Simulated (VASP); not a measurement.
# GaAs (F-43m) in VASP: a series of runs

Runs on GaAs. Level: PBE. Tasks: single point, relaxation of the atoms.

All numbers are computed with VASP 6.6.1; they aren't measurements. Logs are shortened: lines on timing, memory, paths and dates and some standing lists are left out, and cuts for length are marked.

### Step 1. The cell of the first run

Symmetry: F-43m, No. 216, cubic system. Conventional cell: a = 5.785 Å, b = 5.785 Å, c = 5.785 Å, α = 90.00°, β = 90.00°, γ = 90.00°. Within 3.3 Å of Ga (site symmetry -43m) lie 4 As at 2.50 Å. As (site symmetry -43m) has 4 Ga at 2.50 Å within 3.3 Å.

### Step 2. Single point, PBE

File INCAR:

```
SYSTEM = GaAs
  PREC = Accurate
  ENCUT = 500
  EDIFF = 1E-6
  ISMEAR = 0
  SIGMA = 0.01
  LREAL = .FALSE.
  LASPH = .TRUE.
  NELM = 120
  ALGO = Normal
  ISIF = 2
  LWAVE = .FALSE.
  LCHARG = .TRUE.
  GGA = PE
  LELF = .TRUE.
  LVHAR = .TRUE.
  NBANDS = 16
  GGA_COMPAT = .FALSE.
```

File KPOINTS:

```
regular mesh
0
G
  8 8 8
  0 0 0
```

File POSCAR:

```
GaAs
1.0
    0.0000000000      2.8924516666      2.8924516666
    2.8924516666      0.0000000000      2.8924516666
    2.8924516666      2.8924516666      0.0000000000
Ga As
1 1
Direct
    0.0000000000      0.0000000000      0.0000000000
    0.2500000000      0.2500000000      0.2500000000
```

Potentials or basis: VASP PAW PBE potentials, release 64 (Ga_d, As).

Run with:

```bash
$ cat potpaw_PBE.64/Ga_d/POTCAR potpaw_PBE.64/As/POTCAR > POTCAR
$ mpirun -np 1 vasp_std > vasp.out
```

OUTCAR:

```text
SYSTEM = GaAs
   PREC = Accurate
   ENCUT = 500
   EDIFF = 1E-6
   ISMEAR = 0
   LREAL = .FALSE.
   LASPH = .TRUE.
   NELM = 120
   ISIF = 2
   GGA = PE

 ion  position               nearest neighbor table
   1  0.000  0.000  0.000-   2 2.50   2 2.50   2 2.50   2 2.50
   2  0.250  0.250  0.250-   1 2.50   1 2.50   1 2.50   1 2.50

  LATTYP: Found a face centered cubic cell.
 ALAT       =     5.7849033332

  Lattice vectors:

 A1 = (   0.0000000000,   2.8924516666,   2.8924516666)
 A2 = (   2.8924516666,   0.0000000000,   2.8924516666)
 A3 = (   2.8924516666,   2.8924516666,   0.0000000000)

Analysis of symmetry for initial positions (statically):
=====================================================================
 Subroutine PRICEL returns:
 Original cell was already a primitive cell.

 Routine SETGRP: Setting up the symmetry group for a
 face centered cubic supercell.

 Subroutine GETGRP returns: Found 24 space group operations
 (whereof 24 operations were pure point group operations)
 out of a pool of 48 trial point group operations.

The static configuration has the point symmetry T_d .

Analysis of symmetry for dynamics (positions and initial velocities):
=====================================================================
 Subroutine PRICEL returns:
 Original cell was already a primitive cell.

 Routine SETGRP: Setting up the symmetry group for a
 face centered cubic supercell.

 Subroutine GETGRP returns: Found 24 space group operations
 (whereof 24 operations were pure point group operations)
 out of a pool of 48 trial point group operations.

The dynamic configuration has the point symmetry T_d .

 Subroutine INISYM returns: Found 24 space group operations
 (whereof 24 operations are pure point group operations),
 and found     1 'primitive' translations

----------------------------------------------------------------------------------------

                                     Primitive cell

  volume of cell :      48.3981

  direct lattice vectors                    reciprocal lattice vectors
     0.000000000  2.892451667  2.892451667    -0.172863736  0.172863736  0.172863736
     2.892451667  0.000000000  2.892451667     0.172863736 -0.172863736  0.172863736
     2.892451667  2.892451667  0.000000000     0.172863736  0.172863736 -0.172863736

  length of vectors
     4.090544375  4.090544375  4.090544375     0.299408773  0.299408773  0.299408773

  position of ions in fractional coordinates (direct lattice)
     0.000000000  0.000000000  0.000000000
     0.250000000  0.250000000  0.250000000

  ion indices of the primitive-cell ions
   primitive index   ion index
                 1           1
                 2           2

----------------------------------------------------------------------------------------

 KPOINTS: regular mesh

Automatic generation of k-mesh.
 Grid dimensions read from file:
 generate k-points for:    8    8    8

 Generating k-lattice:

  Cartesian coordinates                     Fractional coordinates (reciprocal lattice)
    -0.021607967  0.021607967  0.021607967     0.125000000  0.000000000  0.000000000
     0.021607967 -0.021607967  0.021607967     0.000000000  0.125000000  0.000000000
     0.021607967  0.021607967 -0.021607967     0.000000000  0.000000000  0.125000000

  Length of vectors
     0.037426097  0.037426097  0.037426097

  Shift w.r.t. Gamma in fractional coordinates (k-lattice)
     0.000000000  0.000000000  0.000000000

 Subroutine IBZKPT returns following result:
 ===========================================

 Found     29 irreducible k-points:

 Following reciprocal coordinates:
            Coordinates               Weight
  0.000000  0.000000  0.000000      1.000000
  0.125000  0.000000  0.000000      8.000000
  0.250000  0.000000  0.000000      8.000000
  0.375000  0.000000  0.000000      8.000000
  0.500000  0.000000  0.000000      4.000000
  0.125000  0.125000  0.000000      6.000000
[... 16 lines left out ...]
  0.500000  0.250000  0.125000     48.000000
 -0.375000  0.250000  0.125000     24.000000
 [... further k-points ...]
   k-points           NKPTS =     29   k-points in BZ     NKDIM =     29   number of bands    NBANDS=     16
   number of dos      NEDOS =    301   number of ions     NIONS =      2
   total plane-waves  NPLWV =  27000
   dimension x,y,z NGX =    30 NGY =   30 NGZ =   30
   dimension x,y,z NGXF=    60 NGYF=   60 NGZF=   60
   ions per type =               1   1
   NGX,Y,Z   is equivalent  to a cutoff of  12.19, 12.19, 12.19 a.u.
   NGXF,Y,Z  is equivalent  to a cutoff of  24.38, 24.38, 24.38 a.u.
 SYSTEM =  GaAs
   PREC   = accura    normal or accurate (medium, high low for compatibility)
   ISTART =      0    job   : 0-new  1-cont  2-samecut
   ICHARG =      2    charge: 1-file 2-atom 10-const
   ISPIN  =      1    spin polarized calculation?
   LNONCOLLINEAR =      F non collinear calculations
   LSORBIT =      F    spin-orbit coupling
   LASPH  =      T    aspherical Exc in radial PAW
   ENCUT  =  500.0 eV  36.75 Ry    6.06 a.u.   7.46  7.46  7.46*2*pi/ulx,y,z
   NELM   =    120;   NELMIN=  2; NELMDL= -5     # of ELM steps
   EDIFF  = 0.1E-05   stopping-criterion for ELM
   LREAL  =      F    real-space projection
   EDIFFG = 0.1E-04   stopping-criterion for IOM
   NSW    =      0    number of steps for IOM
   IBRION =     -1    ionic relax: 0-MD 1-quasi-New 2-CG
   NFREE  =      0    steps in history (QN), initial steepest desc. (CG)
   ISIF   =      2    stress and relaxation
   ISYM   =      2    0-nonsym 1-usesym 2-fastsym
   POTIM  = 0.5000    time-step for ionic-motion
   TEBEG  =    0.0;   TEEND  =   0.0 temperature during run
   PSTRESS=    0.0 pullay stress
   NELECT =      18.0000    total number of electrons
   NUPDOWN=      -1.0000    fix difference up-down
   EMIN   =  10.00;   EMAX   =-10.00  energy-range for DOS
   EFERMI =   0.00;   METHOD = LEGACY
   ISMEAR =     0;   SIGMA  =   0.01  broadening in eV -4-tet -1-fermi 0-gaus
   EFERMI_NEDOS =   21; number of points for ismear=-14 and -15
   IALGO  =     38    algorithm
   IMIX   =      4    mixing-type and parameters
     AMIX     =   0.40;   BMIX     =  1.00
     AMIX_MAG =   1.60;   BMIX_MAG =  1.00
  volume/ion in A,a.u.               =      24.20       163.30
  Fermi-wavevector in a.u.,A,eV,Ry     =   1.177307  2.224787 18.858365  1.386051
  Thomas-Fermi vector in A             =   2.313655
   LORBIT       =      0    0 simple, 1 ext, 2 COOP (PROOUT), +10 PAW based schemes
   GGA     = PE    functional components
   LHFCALC =     F    Hartree Fock is set to
   AEXX    =    0.0000 exact exchange contribution
   IVDW    =     0    specifies the selected vdW correction
   LEPSILON=     F    determine dielectric tensor
   LRPA    =     F    only Hartree local field effects (RPA)
 non-spin polarized calculation
 Gauss-broadening in eV      SIGMA  =   0.01
  energy-cutoff  :      500.00
  volume of cell :       48.40
 maximum number of plane-waves:      1249
 NGX is ok and might be reduce to    30
   NGX = 15   NGY = 15   NGZ = 15

 number of electron      18.0000002 magnetization

 Free energy of the ion-electron system (eV)
  ---------------------------------------------------
  ext. energy  EPLUGINS =         0.00000000
  ---------------------------------------------------
  free energy    TOTEN  =        -8.26823403 eV

  energy without entropy =       -8.26821231  energy(sigma->0) =       -8.26822317

 E-fermi :   3.3200     XC(G=0):  -9.2811

 val. band max:        3.3102860842   @ k =   0.0000   0.0000   0.0000
 cond. band min:       3.3246752267   @ k =   0.0000   0.0000   0.0000
 fundamental gap:      0.0143891424
 Fermi energy:         3.3200001300

 k-point     1 :       0.0000    0.0000    0.0000
  band No.  band energies     occupation
      1     -11.3891      2.00000
      2     -11.3891      2.00000
      3     -11.3891      2.00000
      4     -11.3254      2.00000
      5     -11.3254      2.00000
      6      -8.9430      2.00000
[... 8 lines left out ...]
     15      13.2621      0.00000
     16      13.2621      0.00000

 k-point     2 :       0.1250    0.0000    0.0000
  band No.  band energies     occupation
      1     -11.3986      2.00000
      2     -11.3863      2.00000
      3     -11.3863      2.00000
      4     -11.3255      2.00000
      5     -11.3255      2.00000
      6      -8.7784      2.00000
[... 8 lines left out ...]
     15      12.4741      0.00000
     16      12.4741      0.00000

 k-point     3 :       0.2500    0.0000    0.0000
  band No.  band energies     occupation
      1     -11.4203      2.00000
      2     -11.3802      2.00000
      3     -11.3802      2.00000
      4     -11.3251      2.00000
      5     -11.3251      2.00000
      6      -8.3203      2.00000
[... 8 lines left out ...]
     15      12.2329      0.00000
     16      12.2329      0.00000

 k-point     4 :       0.3750    0.0000    0.0000
  band No.  band energies     occupation
      1     -11.4404      2.00000
      2     -11.3753      2.00000
      3     -11.3753      2.00000
      4     -11.3235      2.00000
      5     -11.3235      2.00000
      6      -7.7165      2.00000
[... 8 lines left out ...]
     15      13.2962      0.00000
     16      13.2962      0.00000

 k-point     5 :       0.5000    0.0000    0.0000
  band No.  band energies     occupation
      1     -11.4484      2.00000
      2     -11.3737      2.00000
      3     -11.3737      2.00000
      4     -11.3224      2.00000
      5     -11.3224      2.00000
      6      -7.3827      2.00000
[... 8 lines left out ...]
     15      14.8421      0.00000
     16      14.8421      0.00000

 k-point     6 :       0.1250    0.1250    0.0000
  band No.  band energies     occupation
      1     -11.4045      2.00000
      2     -11.3836      2.00000
      3     -11.3836      2.00000
      4     -11.3276      2.00000
      5     -11.3239      2.00000
      6      -8.7234      2.00000
[... 8 lines left out ...]
     15      11.9292      0.00000
     16      13.5052      0.00000

 k-point     7 :       0.2500    0.1250    0.0000
  band No.  band energies     occupation
      1     -11.4220      2.00000
      2     -11.3785      2.00000
      3     -11.3773      2.00000
      4     -11.3293      2.00000
      5     -11.3226      2.00000
      6      -8.3609      2.00000
[... 8 lines left out ...]
     15      13.1119      0.00000
     16      13.3457      0.00000

 k-point     8 :       0.3750    0.1250    0.0000
  band No.  band energies     occupation
      1     -11.4403      2.00000
      2     -11.3742      2.00000
      3     -11.3719      2.00000
      4     -11.3287      2.00000
      5     -11.3214      2.00000
      6      -7.7895      2.00000
[... 8 lines left out ...]
     15      13.2451      0.00000
     16      14.0704      0.00000

 k-point     9 :       0.5000    0.1250    0.0000
  band No.  band energies     occupation
      1     -11.4505      2.00000
      2     -11.3721      2.00000
      3     -11.3700      2.00000
      4     -11.3258      2.00000
      5     -11.3218      2.00000
      6      -7.3142      2.00000
[... 8 lines left out ...]
     15      14.2160      0.00000
     16      14.8472      0.00000
[... 172 lines left out ...]
 k-point    19 :       0.5000    0.3750    0.0000
  band No.  band energies     occupation
      1     -11.4704      2.00000
      2     -11.3556      2.00000
      3     -11.3536      2.00000
      4     -11.3409      2.00000
      5     -11.3168      2.00000
      6      -6.8636      2.00000
[... 8 lines left out ...]
     15      15.4554      0.00000
     16      15.6252      0.00000

 k-point    20 :      -0.3750    0.3750    0.0000
  band No.  band energies     occupation
      1     -11.4660      2.00000
      2     -11.3611      2.00000
      3     -11.3560      2.00000
      4     -11.3358      2.00000
      5     -11.3200      2.00000
      6      -6.7666      2.00000
[... 8 lines left out ...]
     15      13.6526      0.00000
     16      16.8822      0.00000

 k-point    21 :       0.5000    0.5000    0.0000
  band No.  band energies     occupation
      1     -11.4757      2.00000
      2     -11.3507      2.00000
      3     -11.3507      2.00000
      4     -11.3444      2.00000
      5     -11.3152      2.00000
      6      -6.7303      2.00000
[... 8 lines left out ...]
     15      15.9204      0.00000
     16      16.3090      0.00000

 k-point    22 :       0.3750    0.2500    0.1250
  band No.  band energies     occupation
      1     -11.4381      2.00000
      2     -11.3730      2.00000
      3     -11.3708      2.00000
      4     -11.3313      2.00000
      5     -11.3213      2.00000
      6      -7.9341      2.00000
[... 8 lines left out ...]
     15      13.9494      0.00000
     16      14.3380      0.00000

 k-point    23 :       0.5000    0.2500    0.1250
  band No.  band energies     occupation
      1     -11.4510      2.00000
      2     -11.3701      2.00000
      3     -11.3655      2.00000
      4     -11.3304      2.00000
      5     -11.3215      2.00000
      6      -7.3791      2.00000
[... 8 lines left out ...]
     15      13.8100      0.00000
     16      15.2403      0.00000

 k-point    24 :      -0.3750    0.2500    0.1250
  band No.  band energies     occupation
      1     -11.4559      2.00000
      2     -11.3695      2.00000
      3     -11.3635      2.00000
      4     -11.3286      2.00000
      5     -11.3225      2.00000
      6      -7.0789      2.00000
[... 8 lines left out ...]
     15      14.6821      0.00000
     16      15.0494      0.00000

 [... further k-points ...]

------------------------ aborting loop because EDIFF is reached ----------------------------------------

  FORCE on cell =-STRESS in cart. coord.  units (eV):
  Direction    XX          YY          ZZ          XY          YZ          ZX
  --------------------------------------------------------------------------------------
  -------------------------------------------------------------------------------------
  Total       -0.3216228     -0.3216228     -0.3216228      0.0000000      0.0000000      0.0000000
  in kB      -10.6470458    -10.6470458    -10.6470458      0.0000000      0.0000000      0.0000000
  external PRESSURE =     -10.6470458 kB  Pullay stress =       0.0000000 kB

 VOLUME and BASIS-vectors are now :
 -----------------------------------------------------------------------------
  energy-cutoff  :      500.00
  volume of cell :       48.40
      direct lattice vectors                 reciprocal lattice vectors
     0.000000000  2.892451667  2.892451667    -0.172863736  0.172863736  0.172863736
     2.892451667  0.000000000  2.892451667     0.172863736 -0.172863736  0.172863736
     2.892451667  2.892451667  0.000000000     0.172863736  0.172863736 -0.172863736

 POSITION                                       TOTAL-FORCE (eV/Angst)
 -----------------------------------------------------------------------------------
      0.00000      0.00000      0.00000        -0.000000     -0.000000     -0.000000
      1.44623      1.44623      1.44623         0.000000      0.000000      0.000000
 -----------------------------------------------------------------------------------
    total drift:                                0.000000      0.000000      0.000000

  FREE ENERGIE OF THE ION-ELECTRON SYSTEM (eV)
  ---------------------------------------------------
  free  energy   TOTEN  =        -8.2682340339 eV

  energy  without entropy=       -8.2682123119  energy(sigma->0) =       -8.26822317
```

Wall time 12 s (1 thread of Intel Xeon 6975P-C (Granite Rapids), shared host); peak memory 0.17 GiB.

Results:

| Item | Value |
| --- | --- |
| Free energy | -8.2682 eV |
| Pressure | -1.1 GPa |
| Band gap on the k mesh | 0.01 eV, direct |

### Step 3. Relaxation of the atoms, PBE

File INCAR:

```
SYSTEM = GaAs
PREC = Accurate ; ENCUT = 450
EDIFF = 1E-7 ; ISMEAR = 0
SIGMA = 0.01 ; LREAL = .False.
LASPH = .True. ; NELM = 120
ALGO = Normal ; ISIF = 2
LWAVE = .False. ; LCHARG = .False.
GGA = PE ; IBRION = 2
NSW = 80 ; EDIFFG = -0.001
GGA_COMPAT = .False. ; NELMIN = 4
```

File KPOINTS:

```
regular mesh
0
Gamma
  8 8 8
  0 0 0
```

POSCAR is that of step 2.

Potentials or basis: VASP PAW PBE potentials, release 64 (Ga_d, As).

Run with:

```bash
$ cat potpaw_PBE.64/Ga_d/POTCAR potpaw_PBE.64/As/POTCAR > POTCAR
$ mpirun -np 1 vasp_std > vasp.out
```

It took 9.7 s on 1 thread of Intel Xeon 6975P-C (Granite Rapids), shared host; peak memory 0.16 GiB.

Results (log left out):

```yaml
Free_energy: -8.2677 eV
Pressure_after_relaxing: -1.1 GPa
Band_gap_on_the_k_mesh: 0.01 eV, direct
```

Final structure:
```xyz
2
Lattice="0.0000 2.8925 2.8925 2.8925 0.0000 2.8925 2.8925 2.8925 0.0000" Properties=species:S:1:pos:R:3 pbc="T T T"
Ga    0.0000    0.0000    0.0000
As    1.4462    1.4462    1.4462
```

Levels at points of the mesh, in eV from the valence-band top:
```csv
k point,band 7,band 8,band 9,band 10,band 11,band 12
"(0.00, 0.00, 0.00)",0.00,0.00,0.00,0.01,3.71,3.71
"(0.50, 0.00, 0.00)",-6.28,-1.04,-1.04,0.81,4.61,4.61
"(0.50, 0.50, 0.00)",-6.51,-2.45,-2.45,1.59,1.68,9.63
```

Caveat: the relaxation stopped at its first step, so nothing moved.
